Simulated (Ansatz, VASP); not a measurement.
**Two plane-wave programs on SiC**

```
Si C
1.0
     0.00000    2.18985    2.18985
     2.18985    0.00000    2.18985
     2.18985    2.18985    0.00000
Si C
1 1
Cartesian
  3.2848 3.2848 3.2848
  0.0000 0.0000 0.0000
```

Alike in both runs: task single point; functional r2SCAN; k mesh 11 × 11 × 11; occupations fermi-dirac, width 0.01 eV; no spin polarisation.

|  | VASP | Ansatz |
| --- | --- | --- |
| version | VASP 6.6.1 | Ansatz 0.2.0 |
| potentials or method | VASP PAW PBE potentials, release 64 (Si, C), cutoff 660 eV | plane-wave PAW DFT |
| valence electrons in the cell | 8 | 8 |

Ansatz gave:

```
gap on the k mesh at the Fermi level (eV) : 1.82
```

Question: Estimate VASP's values.

Answer: gap on the k mesh at the Fermi level (eV): 1.84.

VASP's potentials were made for PBE, not for r2SCAN.
